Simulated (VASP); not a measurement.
# Os (P6_3/mmc) in VASP: a series of runs

Os is run at these levels: LDA; tasks: single point.

All numbers are computed with VASP 6.6.1; they aren't measurements. Logs are shortened: lines on timing, memory, paths and dates and some standing lists are left out, and cuts for length are marked.

**1. The cell of the first run**

The structure is hexagonal, space group P6_3/mmc (No. 194). Conventional cell: a = 2.718 Å, b = 2.718 Å, c = 4.284 Å, α = 90.00°, β = 90.00°, γ = 120.00°. Within 3.5 Å of Os (site symmetry -6m2) lie 12 Os at 2.66 to 2.72 Å.

**2. Single point, LDA**

Contents of INCAR:

```
ALGO = Normal
EDIFF = 1E-6
ENCUT = 560
GGA = CA
GGA_COMPAT = False
ISIF = 2
ISMEAR = 0
LASPH = True
LCHARG = False
LREAL = False
LWAVE = False
NBANDS = 23
NELM = 120
PREC = Accurate
SIGMA = 0.03
```

Contents of KPOINTS:

```
k-points
0
Gamma
  13 13 8
```

Contents of POSCAR:

```
Os
1.0
    2.7175247593      0.0000000000      0.0000000000
   -1.3587623796      2.3534454770      0.0000000000
    0.0000000000      0.0000000000      4.2844606214
Os
2
Direct
    0.3333333333      0.6666666667      0.2500000000
    0.6666666667      0.3333333333      0.7500000000
```

Potentials or basis: VASP PAW LDA potentials, release 64 (Os_sv_GW).

The run is started by

```sh
> cat potpaw_LDA.64/Os_sv_GW/POTCAR > POTCAR
> mpirun -np 1 vasp_std > vasp.out
```

OUTCAR:

```text
EDIFF = 1E-6
   ENCUT = 560
   GGA = CA
   ISIF = 2
   ISMEAR = 0
   LASPH = True
   LREAL = False
   NELM = 120
   PREC = Accurate

 ion  position               nearest neighbor table
   1  0.333  0.667  0.250-   2 2.66   2 2.66   2 2.66   2 2.66   2 2.66   2 2.66
   2  0.667  0.333  0.750-   1 2.66   1 2.66   1 2.66   1 2.66   1 2.66   1 2.66

  LATTYP: Found a hexagonal cell.
 ALAT       =     2.7175247593
 C/A-ratio  =     1.5766040794

  Lattice vectors:

 A1 = (   2.7175247593,   0.0000000000,   0.0000000000)
 A2 = (  -1.3587623796,   2.3534454770,   0.0000000000)
 A3 = (   0.0000000000,   0.0000000000,   4.2844606214)

Analysis of symmetry for initial positions (statically):
=====================================================================
 Subroutine PRICEL returns:
 Original cell was already a primitive cell.

 Routine SETGRP: Setting up the symmetry group for a
 hexagonal supercell.

 Subroutine GETGRP returns: Found 24 space group operations
 (whereof 12 operations were pure point group operations)
 out of a pool of 24 trial point group operations.

The static configuration has the point symmetry D_3d.
 The point group associated with its full space group is D_6h.

Analysis of symmetry for dynamics (positions and initial velocities):
=====================================================================
 Subroutine PRICEL returns:
 Original cell was already a primitive cell.

 Routine SETGRP: Setting up the symmetry group for a
 hexagonal supercell.

 Subroutine GETGRP returns: Found 24 space group operations
 (whereof 12 operations were pure point group operations)
 out of a pool of 24 trial point group operations.

The dynamic configuration has the point symmetry D_3d.
 The point group associated with its full space group is D_6h.

 Subroutine INISYM returns: Found 24 space group operations
 (whereof 12 operations are pure point group operations),
 and found     1 'primitive' translations

----------------------------------------------------------------------------------------

                                     Primitive cell

  volume of cell :      27.4015

  direct lattice vectors                    reciprocal lattice vectors
     2.717524759  0.000000000  0.000000000     0.367981928  0.212454465  0.000000000
    -1.358762380  2.353445477  0.000000000     0.000000000  0.424908930  0.000000000
     0.000000000  0.000000000  4.284460621     0.000000000  0.000000000  0.233401608

  length of vectors
     2.717524759  2.717524759  4.284460621     0.424908930  0.424908930  0.233401608

  position of ions in fractional coordinates (direct lattice)
     0.333333333  0.666666667  0.250000000
     0.666666667  0.333333333  0.750000000

  ion indices of the primitive-cell ions
   primitive index   ion index
                 1           1
                 2           2

----------------------------------------------------------------------------------------

 KPOINTS: k-points

Automatic generation of k-mesh.
 Grid dimensions read from file:
 generate k-points for:   13   13    8

 Generating k-lattice:

  Cartesian coordinates                     Fractional coordinates (reciprocal lattice)
     0.028306302  0.016342651  0.000000000     0.076923077  0.000000000  0.000000000
     0.000000000  0.032685302  0.000000000     0.000000000  0.076923077  0.000000000
     0.000000000  0.000000000  0.029175201     0.000000000  0.000000000  0.125000000

  Length of vectors
     0.032685302  0.032685302  0.029175201

  Shift w.r.t. Gamma in fractional coordinates (k-lattice)
     0.000000000  0.000000000  0.000000000

 Subroutine IBZKPT returns following result:
 ===========================================

 Found    105 irreducible k-points:

 Following reciprocal coordinates:
            Coordinates               Weight
  0.000000  0.000000  0.000000      1.000000
  0.076923  0.000000  0.000000      6.000000
  0.153846 -0.000000  0.000000      6.000000
  0.230769 -0.000000  0.000000      6.000000
  0.307692 -0.000000  0.000000      6.000000
  0.384615 -0.000000  0.000000      6.000000
[... 16 lines left out ...]
  0.076923  0.000000  0.125000     12.000000
  0.153846 -0.000000  0.125000     12.000000
 [... further k-points ...]
   k-points           NKPTS =    105   k-points in BZ     NKDIM =    105   number of bands    NBANDS=     23
   number of dos      NEDOS =    301   number of ions     NIONS =      2
   total plane-waves  NPLWV =  20736
   dimension x,y,z NGX =    24 NGY =   24 NGZ =   36
   dimension x,y,z NGXF=    48 NGYF=   48 NGZF=   72
   ions per type =               2
   NGX,Y,Z   is equivalent  to a cutoff of  14.68, 14.68, 13.97 a.u.
   NGXF,Y,Z  is equivalent  to a cutoff of  29.36, 29.36, 27.94 a.u.
 SYSTEM =  unknown system
   PREC   = accura    normal or accurate (medium, high low for compatibility)
   ISTART =      0    job   : 0-new  1-cont  2-samecut
   ICHARG =      2    charge: 1-file 2-atom 10-const
   ISPIN  =      1    spin polarized calculation?
   LNONCOLLINEAR =      F non collinear calculations
   LSORBIT =      F    spin-orbit coupling
   LASPH  =      T    aspherical Exc in radial PAW
   ENCUT  =  560.0 eV  41.16 Ry    6.42 a.u.   5.24  5.24  8.27*2*pi/ulx,y,z
   NELM   =    120;   NELMIN=  2; NELMDL= -5     # of ELM steps
   EDIFF  = 0.1E-05   stopping-criterion for ELM
   LREAL  =      F    real-space projection
[... 7 lines left out ...]
   TEBEG  =    0.0;   TEEND  =   0.0 temperature during run
   PSTRESS=    0.0 pullay stress
   NELECT =      32.0000    total number of electrons
   NUPDOWN=      -1.0000    fix difference up-down
   EMIN   =  10.00;   EMAX   =-10.00  energy-range for DOS
   EFERMI =   0.00;   METHOD = LEGACY
   ISMEAR =     0;   SIGMA  =   0.03  broadening in eV -4-tet -1-fermi 0-gaus
   EFERMI_NEDOS =   21; number of points for ismear=-14 and -15
   IALGO  =     38    algorithm
   IMIX   =      4    mixing-type and parameters
     AMIX     =   0.40;   BMIX     =  1.00
     AMIX_MAG =   1.60;   BMIX_MAG =  1.00
  volume/ion in A,a.u.               =      13.70        92.46
  Fermi-wavevector in a.u.,A,eV,Ry     =   1.723985  3.257860 40.438219  2.972125
  Thomas-Fermi vector in A             =   2.799759
   LORBIT       =      0    0 simple, 1 ext, 2 COOP (PROOUT), +10 PAW based schemes
   GGA     = CA    functional components
   LHFCALC =     F    Hartree Fock is set to
   AEXX    =    0.0000 exact exchange contribution
   IVDW    =     0    specifies the selected vdW correction
   LEPSILON=     F    determine dielectric tensor
   LRPA    =     F    only Hartree local field effects (RPA)
 non-spin polarized calculation
 Gauss-broadening in eV      SIGMA  =   0.03
  energy-cutoff  :      560.00
  volume of cell :       27.40
 maximum number of plane-waves:       836
 NGX is ok and might be reduce to    24
   NGX = 11   NGY = 11   NGZ = 17

 number of electron      31.9999999 magnetization

 Free energy of the ion-electron system (eV)
  ---------------------------------------------------
  ext. energy  EPLUGINS =         0.00000000
  ---------------------------------------------------
  free energy    TOTEN  =       -27.62212550 eV

  energy without entropy =      -27.62151974  energy(sigma->0) =      -27.62182262

 E-fermi :  13.9888     XC(G=0): -14.9449

 val. band max:       13.9754105731   @ k =   0.3077   0.0769   0.2500
 cond. band min:      13.9940151482   @ k =   0.1538   0.0769   0.3750
 fundamental gap:      0.0186045751
 Fermi energy:        13.9888491446

 k-point     1 :       0.0000    0.0000    0.0000
  band No.  band energies     occupation
      1     -72.3423      2.00000
      2     -72.2111      2.00000
      3     -32.6178      2.00000
      4     -31.5974      2.00000
      5     -31.5974      2.00000
      6     -31.4028      2.00000
[... 15 lines left out ...]
     22      27.2922      0.00000
     23      29.7741      0.00000

 k-point     2 :       0.0769    0.0000    0.0000
  band No.  band energies     occupation
      1     -72.3367      2.00000
      2     -72.2091      2.00000
      3     -32.5957      2.00000
      4     -31.6444      2.00000
      5     -31.6134      2.00000
      6     -31.4518      2.00000
[... 15 lines left out ...]
     22      27.8111      0.00000
     23      30.0890      0.00000

 k-point     3 :       0.1538   -0.0000    0.0000
  band No.  band energies     occupation
      1     -72.3217      2.00000
      2     -72.2040      2.00000
      3     -32.5318      2.00000
      4     -31.7744      2.00000
      5     -31.6568      2.00000
      6     -31.5859      2.00000
[... 15 lines left out ...]
     22      29.0824      0.00000
     23      30.6829      0.00000

 k-point     4 :       0.2308   -0.0000    0.0000
  band No.  band energies     occupation
      1     -72.2995      2.00000
      2     -72.1971      2.00000
      3     -32.4337      2.00000
      4     -31.9565      2.00000
      5     -31.7684      2.00000
      6     -31.7149      2.00000
[... 15 lines left out ...]
     22      28.8061      0.00000
     23      29.8234      0.00000

 k-point     5 :       0.3077   -0.0000    0.0000
  band No.  band energies     occupation
      1     -72.2743      2.00000
      2     -72.1917      2.00000
      3     -32.3135      2.00000
      4     -32.1493      2.00000
      5     -31.9550      2.00000
      6     -31.7748      2.00000
[... 434 lines left out ...]
 k-point    22 :       0.0000    0.0000    0.1250
  band No.  band energies     occupation
      1     -72.3370      2.00000
      2     -72.2160      2.00000
      3     -32.5715      2.00000
      4     -31.5902      2.00000
      5     -31.5902      2.00000
      6     -31.4100      2.00000
[... 15 lines left out ...]
     22      26.8852      0.00000
     23      30.4502      0.00000

 k-point    23 :       0.0769    0.0000    0.1250
  band No.  band energies     occupation
      1     -72.3319      2.00000
      2     -72.2138      2.00000
      3     -32.5518      2.00000
      4     -31.6358      2.00000
      5     -31.6056      2.00000
      6     -31.4764      2.00000
[... 15 lines left out ...]
     22      27.3964      0.00000
     23      30.7352      0.00000

 k-point    24 :       0.1538   -0.0000    0.1250
  band No.  band energies     occupation
      1     -72.3171      2.00000
      2     -72.2083      2.00000
      3     -32.4957      2.00000
      4     -31.7618      2.00000
      5     -31.6481      2.00000
      6     -31.6173      2.00000
[... 15 lines left out ...]
     22      28.7015      0.00000
     23      30.7352      0.00000

 [... further k-points ...]

------------------------ aborting loop because EDIFF is reached ----------------------------------------

  FORCE on cell =-STRESS in cart. coord.  units (eV):
  Direction    XX          YY          ZZ          XY          YZ          ZX
  --------------------------------------------------------------------------------------
  -------------------------------------------------------------------------------------
  Total        0.1171173      0.1171173     -0.0270484      0.0000000      0.0000000      0.0000000
  in kB        6.8479075      6.8479075     -1.5815345      0.0000000      0.0000000      0.0000000
  external PRESSURE =       4.0380935 kB  Pullay stress =       0.0000000 kB

 VOLUME and BASIS-vectors are now :
 -----------------------------------------------------------------------------
  energy-cutoff  :      560.00
  volume of cell :       27.40
      direct lattice vectors                 reciprocal lattice vectors
     2.717524759  0.000000000  0.000000000     0.367981928  0.212454465  0.000000000
    -1.358762380  2.353445477  0.000000000     0.000000000  0.424908930  0.000000000
     0.000000000  0.000000000  4.284460621     0.000000000  0.000000000  0.233401608

 POSITION                                       TOTAL-FORCE (eV/Angst)
 -----------------------------------------------------------------------------------
     -0.00000      1.56896      1.07112        -0.000000      0.000000      0.000000
      1.35876      0.78448      3.21335         0.000000      0.000000      0.000000
 -----------------------------------------------------------------------------------
    total drift:                               -0.000000      0.000000     -0.000000

  FREE ENERGIE OF THE ION-ELECTRON SYSTEM (eV)
  ---------------------------------------------------
  free  energy   TOTEN  =       -27.6221255043 eV

  energy  without entropy=      -27.6215197418  energy(sigma->0) =      -27.62182262
```

Wall time 27 s (1 thread of Intel Xeon Platinum 8559C (Emerald Rapids), shared host); peak memory 0.19 GiB.

What came out:

* Free energy: -27.6221 eV
* Pressure: 0.4 GPa
* Band gap on the k mesh: zero (bands 16 and 17 overlap by 3.96 eV)

Stress tensor (GPa, compression positive):
```
 0.68  0.00  0.00
 0.00  0.68  0.00
 0.00  0.00 -0.16
```

Caveat: spin-orbit coupling is left out, which moves the levels of the heavy elements.

**3. Single point, LDA**

Contents of INCAR:

```
PREC = Accurate ; ENCUT = 560
EDIFF = 1E-6 ; ISMEAR = 0
SIGMA = 0.01 ; LREAL = F
LASPH = T ; NELM = 120
ALGO = Normal ; ISIF = 2
LWAVE = F ; LCHARG = T
LELF = T ; LVHAR = T
NBANDS = 23 ; GGA_COMPAT = F
```

Contents of KPOINTS:

```
Automatic mesh
0
Gamma
  13 13 8
```

POSCAR is that of step 2.

Potentials or basis: VASP PAW LDA potentials, release 64 (Os_sv_GW).

The run is started by

```sh
> cat potpaw_LDA.64/Os_sv_GW/POTCAR > POTCAR
> mpirun -np 1 vasp_std > vasp.out
```

Wall time 38 s (1 thread of AMD EPYC 9R45 (Zen 5), shared host); peak memory 0.16 GiB.

It converged, with:

```yaml
Free_energy: -27.6218 eV
Pressure: 0.4 GPa
Band_gap_on_the_k_mesh: zero (bands 16 and 17 overlap by 3.96 eV)
```

Stress tensor (GPa, compression positive):
```
 0.71  0.00  0.00
 0.00  0.71  0.00
 0.00  0.00 -0.22
```

Levels at points of the mesh, in eV from the Fermi level:
| k point | band 12 | band 13 | band 14 | band 15 | band 16 | band 17 | band 18 | band 19 | band 20 | band 21 |
| --- | --- | --- | --- | --- | --- | --- | --- | --- | --- | --- |
| (0.00, 0.00, 0.00) | -3.22 | -2.93 | -2.35 | -2.35 | -1.69 | -1.69 | 0.12 | 1.69 | 1.69 | 9.25 |
| (0.00, 0.00, 0.50) | -3.70 | -3.43 | -3.43 | -3.43 | -3.43 | 0.88 | 0.88 | 0.88 | 0.88 | 13.01 |

Caveat: spin-orbit coupling is left out, which moves the levels of the heavy elements.

**4. Single point, LDA**

Contents of INCAR:

```
SYSTEM = Os
PREC = Accurate
ENCUT = 560
EDIFF = 1E-6
ISMEAR = 0
SIGMA = 0.3
LREAL = .False.
LASPH = .True.
NELM = 120
ALGO = Normal
ISIF = 2
LWAVE = .False.
LCHARG = .False.
GGA = CA
NBANDS = 23
GGA_COMPAT = .False.
```

Contents of KPOINTS:

```
Automatic mesh
0
Gamma
  13 13 8
  0 0 0
```

POSCAR is that of step 3.

Potentials or basis: VASP PAW LDA potentials, release 64 (Os_sv_GW).

The run is started by

```sh
> cat potpaw_LDA.64/Os_sv_GW/POTCAR > POTCAR
> mpirun -np 1 vasp_std > vasp.out
```

OUTCAR:

```text
SYSTEM = Os
   PREC = Accurate
   ENCUT = 560
   EDIFF = 1E-6
   ISMEAR = 0
   LREAL = .False.
   LASPH = .True.
   NELM = 120
   ISIF = 2
   GGA = CA

 ion  position               nearest neighbor table
   1  0.333  0.667  0.250-   2 2.66   2 2.66   2 2.66   2 2.66   2 2.66   2 2.66
   2  0.667  0.333  0.750-   1 2.66   1 2.66   1 2.66   1 2.66   1 2.66   1 2.66

  LATTYP: Found a hexagonal cell.
 ALAT       =     2.7175247593
 C/A-ratio  =     1.5766040794

  Lattice vectors:

[... 815 lines left out ...]

  FORCE on cell =-STRESS in cart. coord.  units (eV):
  Direction    XX          YY          ZZ          XY          YZ          ZX
  --------------------------------------------------------------------------------------
  -------------------------------------------------------------------------------------
  Total        0.1186191      0.1186191      0.0739947      0.0000000     -0.0000000     -0.0000000
  in kB        6.9357166      6.9357166      4.3265082      0.0000000     -0.0000000     -0.0000000
  external PRESSURE =       6.0659805 kB  Pullay stress =       0.0000000 kB

 VOLUME and BASIS-vectors are now :
 -----------------------------------------------------------------------------
  energy-cutoff  :      560.00
  volume of cell :       27.40
      direct lattice vectors                 reciprocal lattice vectors
     2.717524759  0.000000000  0.000000000     0.367981928  0.212454465  0.000000000
    -1.358762380  2.353445477  0.000000000     0.000000000  0.424908930  0.000000000
     0.000000000  0.000000000  4.284460621     0.000000000  0.000000000  0.233401608

 POSITION                                       TOTAL-FORCE (eV/Angst)
 -----------------------------------------------------------------------------------
     -0.00000      1.56896      1.07112        -0.000000     -0.000000      0.000000
      1.35876      0.78448      3.21335         0.000000      0.000000      0.000000
 -----------------------------------------------------------------------------------
    total drift:                               -0.000000      0.000000     -0.000000

  FREE ENERGIE OF THE ION-ELECTRON SYSTEM (eV)
  ---------------------------------------------------
  free  energy   TOTEN  =       -27.6481096202 eV

  energy  without entropy=      -27.5956845245  energy(sigma->0) =      -27.62189707
```

OSZICAR:

```text
N       E                     dE             d eps       ncg     rms          rms(c)
DAV:   1     0.324429512709E+03    0.32443E+03   -0.23646E+04  4910   0.158E+03
DAV:   2    -0.195732451027E+02   -0.34400E+03   -0.33030E+03  5783   0.485E+02
DAV:   3    -0.300284865139E+02   -0.10455E+02   -0.10389E+02  5838   0.814E+01
DAV:   4    -0.300657210539E+02   -0.37235E-01   -0.37229E-01  5342   0.550E+00
DAV:   5    -0.300658442770E+02   -0.12322E-03   -0.12322E-03  5994   0.284E-01    0.109E+02
DAV:   6    -0.279458732246E+02    0.21200E+01   -0.32778E+00  5481   0.133E+01    0.574E+01
DAV:   7    -0.276817434542E+02    0.26413E+00   -0.13892E+00  5783   0.816E+00    0.121E+01
DAV:   8    -0.276492851117E+02    0.32458E-01   -0.12492E-01  5334   0.323E+00    0.165E+00
DAV:   9    -0.276482936617E+02    0.99145E-03   -0.26797E-03  5888   0.389E-01    0.585E-01
DAV:  10    -0.276481090701E+02    0.18459E-03   -0.33513E-04  5075   0.206E-01    0.364E-01
DAV:  11    -0.276481096202E+02   -0.55014E-06   -0.27652E-06  5118   0.169E-02
   1 F= -.27648110E+02 E0= -.27621897E+02  d E =-.524251E-01
```

stdout:

```text
POSCAR found type information on POSCAR Os
 POSCAR found :  1 types and       2 ions
 scaLAPACK will be used
 LDA part: xc-table for (Slater(with rela. corr.)+CA(PZ))
 , standard interpolation
 POSCAR, INCAR and KPOINTS ok, starting setup
 FFT: planning ... GRIDC
 FFT: planning ... GRID_SOFT
 FFT: planning ... GRID
 WAVECAR not read
 entering main loop
```

Wall time 31 s (1 thread of Intel Xeon Platinum 8488C (Sapphire Rapids), shared host); peak memory 0.19 GiB.

Results:

```
Free energy            : -27.6481 eV
Pressure               : 0.6 GPa
Band gap on the k mesh : zero (bands 16 and 17 overlap by 3.97 eV)
```

Stress tensor (GPa, compression positive):
```
0.69 0.00 0.00
0.00 0.69 0.00
0.00 0.00 0.43
```

Caveat: so wide a smearing shifts energies and pressures; spin-orbit coupling is left out, which moves the levels of the heavy elements.

**5. Summary**

```tsv
smearing	gap on the mesh (eV)	pressure (GPa)
gaussian 0.03 eV	none	0.4
gaussian 0.01 eV	none	0.4
gaussian 0.3 eV	none	0.6
```

Alike in all rows: task single point; level LDA; potentials or basis VASP PAW LDA potentials, release 64 (Os_sv_GW); no spin polarisation; cell as given; k mesh 13 × 13 × 8; cutoff (eV) 560.

Caveats: spin-orbit coupling is left out, which moves the levels of the heavy elements; so wide a smearing shifts energies and pressures (at least some runs).

Total energies depend on the potentials used, so only differences within one code and one set of settings carry meaning.
